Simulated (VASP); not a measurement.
# Tl2WF6 (Fm-3m) in VASP: single point with PBE

Aim: the single point of Tl2WF6 with PBE.

Everything below comes from runs of VASP 6.6.1. Logs are shortened: lines on timing, memory, paths and dates and some standing lists are left out, and cuts for length are marked.

## Step 1: The cell of the first run

The structure is cubic, space group Fm-3m (No. 225). Conventional cell: a = 8.889 Å, b = 8.889 Å, c = 8.889 Å, α = 90.00°, β = 90.00°, γ = 90.00°. Within 4.1 Å of Tl (site symmetry -43m) lie 12 F at 3.15 Å and 4 W at 3.85 Å. Within 2.6 Å of W (site symmetry m-3m) lie 6 F at 1.98 Å. F (site symmetry 4mm) has 1 W at 1.98 Å within 2.6 Å.

## Step 2: Single point, PBE, collinear spin (atoms taken out)

The input, INCAR:

```
PREC = Accurate
ENCUT = 520
EDIFF = 1E-7
ISMEAR = 0
SIGMA = 0.1
LREAL = False
LASPH = True
NELM = 150
ALGO = Normal
ISIF = 2
LWAVE = False
LCHARG = False
ISPIN = 2
MAGMOM = 0 0 1 0.04 0.04 0.04 0.04 0.04 0.04
LORBIT = 11
LMAXMIX = 4
GGA = PE
NBANDS = 55
```

The input, KPOINTS:

```
Automatic mesh
0
Gamma
  4 4 4
```

The input, POSCAR:

```
Tl2WF6
1.0
    0.0000000000      4.4443258253      4.4443258253
    4.4443258253      0.0000000000      4.4443258253
    4.4443258253      4.4443258253      0.0000000000
Tl W F
2 1 6
Direct
    0.2500000000      0.2500000000      0.2500000000
    0.7500000000      0.7500000000      0.7500000000
    0.0000000000      0.0000000000      0.0000000000
    0.7767798867      0.2232201133      0.2232201133
    0.2232201133      0.7767798867      0.7767798867
    0.2232201133      0.7767798867      0.2232201133
    0.7767798867      0.2232201133      0.7767798867
    0.2232201133      0.2232201133      0.7767798867
    0.7767798867      0.7767798867      0.2232201133
```

Potentials or basis: VASP PAW PBE potentials, release 64 (Tl_d, W_sv, F).

Started as:

```console
$ cat potpaw_PBE.64/Tl_d/POTCAR potpaw_PBE.64/W_sv/POTCAR potpaw_PBE.64/F/POTCAR > POTCAR
$ mpirun -np 1 vasp_std > vasp.out
```

OUTCAR:

```text
PREC = Accurate
   ENCUT = 520
   EDIFF = 1E-7
   ISMEAR = 0
   LREAL = False
   LASPH = True
   NELM = 150
   ISIF = 2
   ISPIN = 2
   LORBIT = 11
   GGA = PE

 ion  position               nearest neighbor table
   1  0.250  0.250  0.250-
   2  0.750  0.750  0.750-
   3  0.000  0.000  0.000-   4 1.98   5 1.98   6 1.98   7 1.98   8 1.98   9 1.98
   4  0.777  0.223  0.223-   3 1.98
   5  0.223  0.777  0.777-   3 1.98
   6  0.223  0.777  0.223-   3 1.98
   7  0.777  0.223  0.777-   3 1.98
   8  0.223  0.223  0.777-   3 1.98
   9  0.777  0.777  0.223-   3 1.98

  LATTYP: Found a face centered cubic cell.
 ALAT       =     8.8886516506

  Lattice vectors:

 A1 = (   0.0000000000,   4.4443258253,   4.4443258253)
 A2 = (   4.4443258253,   0.0000000000,   4.4443258253)
 A3 = (   4.4443258253,   4.4443258253,   0.0000000000)

Analysis of symmetry for initial positions (statically):
=====================================================================
 Subroutine PRICEL returns:
 Original cell was already a primitive cell.

 Routine SETGRP: Setting up the symmetry group for a
 face centered cubic supercell.

 Subroutine GETGRP returns: Found 48 space group operations
 (whereof 48 operations were pure point group operations)
 out of a pool of 48 trial point group operations.

The static configuration has the point symmetry O_h .

Analysis of symmetry for dynamics (positions and initial velocities):
=====================================================================
 Subroutine PRICEL returns:
 Original cell was already a primitive cell.

 Routine SETGRP: Setting up the symmetry group for a
 face centered cubic supercell.

 Subroutine GETGRP returns: Found 48 space group operations
 (whereof 48 operations were pure point group operations)
 out of a pool of 48 trial point group operations.

The dynamic configuration has the point symmetry O_h .

Analysis of structural, dynamic, and magnetic symmetry:
=====================================================================
 Subroutine PRICEL returns:
 Original cell was already a primitive cell.

 Routine SETGRP: Setting up the symmetry group for a
 face centered cubic supercell.

 Subroutine GETGRP returns: Found 48 space group operations
 (whereof 48 operations were pure point group operations)
 out of a pool of 48 trial point group operations.

The overall configuration has the point symmetry O_h .

 Subroutine INISYM returns: Found 48 space group operations
 (whereof 48 operations are pure point group operations),
 and found     1 'primitive' translations

----------------------------------------------------------------------------------------

                                     Primitive cell

  volume of cell :     175.5689

  direct lattice vectors                    reciprocal lattice vectors
     0.000000000  4.444325825  4.444325825    -0.112503003  0.112503003  0.112503003
     4.444325825  0.000000000  4.444325825     0.112503003 -0.112503003  0.112503003
     4.444325825  4.444325825  0.000000000     0.112503003  0.112503003 -0.112503003

  length of vectors
     6.285225858  6.285225858  6.285225858     0.194860917  0.194860917  0.194860917

  position of ions in fractional coordinates (direct lattice)
     0.250000000  0.250000000  0.250000000
     0.750000000  0.750000000  0.750000000
     0.000000000  0.000000000  0.000000000
     0.776779887  0.223220113  0.223220113
     0.223220113  0.776779887  0.776779887
     0.223220113  0.776779887  0.223220113
     0.776779887  0.223220113  0.776779887
     0.223220113  0.223220113  0.776779887
     0.776779887  0.776779887  0.223220113

  ion indices of the primitive-cell ions
   primitive index   ion index
                 1           1
                 2           2
                 3           3
                 4           4
                 5           5
                 6           6
                 7           7
                 8           8
                 9           9

----------------------------------------------------------------------------------------

 KPOINTS: Automatic mesh

Automatic generation of k-mesh.
 Grid dimensions read from file:
 generate k-points for:    4    4    4

 Generating k-lattice:

  Cartesian coordinates                     Fractional coordinates (reciprocal lattice)
    -0.028125751  0.028125751  0.028125751     0.250000000  0.000000000  0.000000000
     0.028125751 -0.028125751  0.028125751     0.000000000  0.250000000  0.000000000
     0.028125751  0.028125751 -0.028125751     0.000000000  0.000000000  0.250000000

  Length of vectors
     0.048715229  0.048715229  0.048715229

  Shift w.r.t. Gamma in fractional coordinates (k-lattice)
     0.000000000  0.000000000  0.000000000

 Subroutine IBZKPT returns following result:
 ===========================================

 Found      8 irreducible k-points:

 Following reciprocal coordinates:
            Coordinates               Weight
  0.000000  0.000000  0.000000      1.000000
  0.250000  0.000000  0.000000      8.000000
  0.500000  0.000000  0.000000      4.000000
  0.250000  0.250000  0.000000      6.000000
  0.500000  0.250000  0.000000     24.000000
 -0.250000  0.250000  0.000000     12.000000
  0.500000  0.500000  0.000000      3.000000
 -0.250000  0.500000  0.250000      6.000000
   k-points           NKPTS =      8   k-points in BZ     NKDIM =      8   number of bands    NBANDS=     55
   number of dos      NEDOS =    301   number of ions     NIONS =      9
   total plane-waves  NPLWV = 110592
   dimension x,y,z NGX =    48 NGY =   48 NGZ =   48
   dimension x,y,z NGXF=    96 NGYF=   96 NGZF=   96
   ions per type =               2   1   6
   NGX,Y,Z   is equivalent  to a cutoff of  12.70, 12.70, 12.70 a.u.
   NGXF,Y,Z  is equivalent  to a cutoff of  25.39, 25.39, 25.39 a.u.
 SYSTEM =  unknown system
   PREC   = accura    normal or accurate (medium, high low for compatibility)
   ISTART =      0    job   : 0-new  1-cont  2-samecut
   ICHARG =      2    charge: 1-file 2-atom 10-const
   ISPIN  =      2    spin polarized calculation?
   LNONCOLLINEAR =      F non collinear calculations
   LSORBIT =      F    spin-orbit coupling
   LASPH  =      T    aspherical Exc in radial PAW
   ENCUT  =  520.0 eV  38.22 Ry    6.18 a.u.  11.69 11.69 11.69*2*pi/ulx,y,z
   NELM   =    150;   NELMIN=  2; NELMDL= -5     # of ELM steps
   EDIFF  = 0.1E-06   stopping-criterion for ELM
   LREAL  =      F    real-space projection
   EDIFFG = 0.1E-05   stopping-criterion for IOM
   NSW    =      0    number of steps for IOM
   IBRION =     -1    ionic relax: 0-MD 1-quasi-New 2-CG
   NFREE  =      0    steps in history (QN), initial steepest desc. (CG)
   ISIF   =      2    stress and relaxation
   ISYM   =      2    0-nonsym 1-usesym 2-fastsym
   POTIM  = 0.5000    time-step for ionic-motion
   TEBEG  =    0.0;   TEEND  =   0.0 temperature during run
   PSTRESS=    0.0 pullay stress
   NELECT =      82.0000    total number of electrons
   NUPDOWN=      -1.0000    fix difference up-down
   EMIN   =  10.00;   EMAX   =-10.00  energy-range for DOS
   EFERMI =   0.00;   METHOD = LEGACY
   ISMEAR =     0;   SIGMA  =   0.10  broadening in eV -4-tet -1-fermi 0-gaus
   EFERMI_NEDOS =   21; number of points for ismear=-14 and -15
   IALGO  =     38    algorithm
   IMIX   =      4    mixing-type and parameters
     AMIX     =   0.40;   BMIX     =  1.00
     AMIX_MAG =   1.60;   BMIX_MAG =  1.00
  volume/ion in A,a.u.               =      19.51       131.64
  Fermi-wavevector in a.u.,A,eV,Ry     =   1.270175  2.400283 21.950885  1.613345
  Thomas-Fermi vector in A             =   2.403177
   LORBIT       =     11    0 simple, 1 ext, 2 COOP (PROOUT), +10 PAW based schemes
   GGA     = PE    functional components
   LHFCALC =     F    Hartree Fock is set to
   AEXX    =    0.0000 exact exchange contribution
   IVDW    =     0    specifies the selected vdW correction
   LEPSILON=     F    determine dielectric tensor
   LRPA    =     F    only Hartree local field effects (RPA)
 spin polarized calculation
 Gauss-broadening in eV      SIGMA  =   0.10
  energy-cutoff  :      520.00
  volume of cell :      175.57
 maximum number of plane-waves:      4766
 NGX is ok and might be reduce to    48
   NGX = 23   NGY = 23   NGZ = 23

 number of electron      81.9999976 magnetization       2.0001479

 Free energy of the ion-electron system (eV)
  ---------------------------------------------------
  ext. energy  EPLUGINS =         0.00000000
  ---------------------------------------------------
  free energy    TOTEN  =       -47.41031626 eV

  energy without entropy =      -47.34197767  energy(sigma->0) =      -47.37614697

 E-fermi :   3.2831     XC(G=0):  -8.6834

 val. band max:        3.2752266377   @ k =   0.5000   0.2500   0.0000
 cond. band min:       3.2891408723   @ k =   0.5000   0.2500   0.0000
 fundamental gap:      0.0139142346
 Fermi energy:         3.2831459788

 spin component 1

 k-point     1 :       0.0000    0.0000    0.0000
  band No.  band energies     occupation
      1     -73.0093      1.00000
      2     -37.4365      1.00000
      3     -37.4365      1.00000
      4     -37.4365      1.00000
      5     -21.7757      1.00000
      6     -21.5004      1.00000
[... 45 lines left out ...]
     52       8.8553      0.00000
     53      10.7958      0.00000

 k-point     2 :       0.2500    0.0000    0.0000
  band No.  band energies     occupation
      1     -73.0092      1.00000
      2     -37.4366      1.00000
      3     -37.4365      1.00000
      4     -37.4365      1.00000
      5     -21.7622      1.00000
      6     -21.5057      1.00000
[... 328 lines left out ...]
 k-point     8 :      -0.2500    0.5000    0.2500
  band No.  band energies     occupation
      1     -73.0092      1.00000
      2     -37.4366      1.00000
      3     -37.4366      1.00000
      4     -37.4365      1.00000
      5     -21.7379      1.00000
      6     -21.5231      1.00000
[... 45 lines left out ...]
     52      10.4591      0.00000
     53      10.9991      0.00000
 Fermi energy:         3.2831459788

 spin component 2

 k-point     1 :       0.0000    0.0000    0.0000
  band No.  band energies     occupation
      1     -72.1976      1.00000
      2     -36.3669      1.00000
      3     -36.3669      1.00000
      4     -36.3669      1.00000
      5     -21.7002      1.00000
      6     -21.4321      1.00000
[... 45 lines left out ...]
     52       9.2067      0.00000
     53      10.9748      0.00000

 k-point     2 :       0.2500    0.0000    0.0000
  band No.  band energies     occupation
      1     -72.1976      1.00000
      2     -36.3669      1.00000
      3     -36.3669      1.00000
      4     -36.3669      1.00000
      5     -21.6865      1.00000
      6     -21.4374      1.00000
[... 328 lines left out ...]
 k-point     8 :      -0.2500    0.5000    0.2500
  band No.  band energies     occupation
      1     -72.1976      1.00000
      2     -36.3669      1.00000
      3     -36.3669      1.00000
      4     -36.3669      1.00000
      5     -21.6621      1.00000
      6     -21.4549      1.00000
[... 45 lines left out ...]
     52      10.9994      0.00000
     53      11.0782      0.00000
 [bands above 53 left out]

------------------------ aborting loop because EDIFF is reached ----------------------------------------

  FORCE on cell =-STRESS in cart. coord.  units (eV):
  Direction    XX          YY          ZZ          XY          YZ          ZX
  --------------------------------------------------------------------------------------
  -------------------------------------------------------------------------------------
  Total        0.9022055      0.9022055      0.9022055      0.0000000     -0.0000000      0.0000000
  in kB        8.2331949      8.2331949      8.2331949      0.0000000     -0.0000000      0.0000000
  external PRESSURE =       8.2331949 kB  Pullay stress =       0.0000000 kB

 VOLUME and BASIS-vectors are now :
 -----------------------------------------------------------------------------
  energy-cutoff  :      520.00
  volume of cell :      175.57
      direct lattice vectors                 reciprocal lattice vectors
     0.000000000  4.444325825  4.444325825    -0.112503003  0.112503003  0.112503003
     4.444325825  0.000000000  4.444325825     0.112503003 -0.112503003  0.112503003
     4.444325825  4.444325825  0.000000000     0.112503003  0.112503003 -0.112503003

 POSITION                                       TOTAL-FORCE (eV/Angst)
 -----------------------------------------------------------------------------------
      2.22216      2.22216      2.22216         0.000000      0.000000     -0.000000
      6.66649      6.66649      6.66649         0.000000      0.000000     -0.000000
      0.00000      0.00000      0.00000         0.000000      0.000000     -0.000000
      1.98413      4.44433      4.44433         0.204227      0.000000     -0.000000
      6.90453      4.44433      4.44433        -0.204227      0.000000     -0.000000
      4.44433      1.98413      4.44433         0.000000      0.204227     -0.000000
      4.44433      6.90453      4.44433         0.000000     -0.204227     -0.000000
      4.44433      4.44433      1.98413         0.000000      0.000000      0.204227
      4.44433      4.44433      6.90453         0.000000      0.000000     -0.204227
 -----------------------------------------------------------------------------------
    total drift:                               -0.000000     -0.000000      0.000000

  FREE ENERGIE OF THE ION-ELECTRON SYSTEM (eV)
  ---------------------------------------------------
  free  energy   TOTEN  =       -47.4103162579 eV

  energy  without entropy=      -47.3419776732  energy(sigma->0) =      -47.37614697

 total charge

# of ion       s       p       d       tot
------------------------------------------
    1        1.335   0.050   9.675  11.059
    2        1.335   0.050   9.675  11.059
    3        2.286   6.331   3.154  11.771
    4        1.741   4.333   0.000   6.074
    5        1.741   4.333   0.000   6.074
    6        1.741   4.333   0.000   6.074
    7        1.741   4.333   0.000   6.074
    8        1.741   4.333   0.000   6.074
    9        1.741   4.333   0.000   6.074
--------------------------------------------------
tot         15.404  32.426  22.503  70.333

 magnetization (x)

# of ion       s       p       d       tot
------------------------------------------
    1       -0.000   0.003   0.000   0.003
    2       -0.000   0.003   0.000   0.003
    3        0.017   0.013   1.545   1.575
    4        0.000   0.031   0.000   0.031
    5        0.000   0.031   0.000   0.031
    6        0.000   0.031   0.000   0.031
    7        0.000   0.031   0.000   0.031
    8        0.000   0.031   0.000   0.031
    9        0.000   0.031   0.000   0.031
--------------------------------------------------
tot          0.018   0.202   1.546   1.766
```

It took 6.7 min on 1 thread of AMD EPYC 7R13, shared host; peak memory 0.42 GiB.

Results:

| Item | Value |
| --- | --- |
| Free energy | -47.4103 eV |
| Pressure | 0.8 GPa |
| Largest force | 0.204 eV/Å |
| Band gap on the k mesh | zero (filled and empty bands overlap) |
| Net moment | 2.00 μB per cell |
| Site moments | Tl +0.00; W +1.57; F +0.03 μB |
| Valence electrons inside the program's atomic spheres | Tl 11.06; W 11.77; F 6.07 |

Forces on the atoms (eV/Å):
```
Tl   0.000  0.000  0.000
Tl   0.000  0.000  0.000
W    0.000  0.000  0.000
F    0.204  0.000  0.000
F   -0.204  0.000  0.000
F    0.000  0.204  0.000
F    0.000 -0.204  0.000
F    0.000  0.000  0.204
F    0.000  0.000 -0.204
```

Levels at points of the mesh, in eV from the Fermi level:
Spin up:
```csv
k point,band 39,band 40,band 41,band 42,band 43,band 44,band 45,band 46,band 47,band 48
"(0.00, 0.00, 0.00)",-5.24,-5.24,-0.13,-0.13,-0.13,2.65,2.65,2.65,3.99,3.99
"(0.50, 0.00, 0.00)",-5.13,-4.53,-0.08,-0.02,-0.02,1.95,2.05,2.71,2.71,2.81
"(0.50, 0.50, 0.00)",-4.79,-4.35,-0.06,0.03,0.03,0.58,1.76,1.76,3.60,3.92
```
Spin down:
```tsv
k point	band 36	band 37	band 38	band 39	band 40	band 41	band 42	band 43	band 44	band 45
(0.00, 0.00, 0.00)	-5.58	-5.55	-5.15	-5.15	-5.15	1.31	1.31	1.31	2.68	2.68
(0.50, 0.00, 0.00)	-5.26	-5.26	-5.23	-5.01	-4.47	1.18	1.41	1.41	2.07	2.17
(0.50, 0.50, 0.00)	-5.36	-5.36	-5.14	-4.67	-4.29	0.65	1.36	1.42	1.42	1.79
```

Caveat: the cell differs from its parent crystal (atoms taken out); spin-orbit coupling is left out, which moves the levels of the heavy elements.
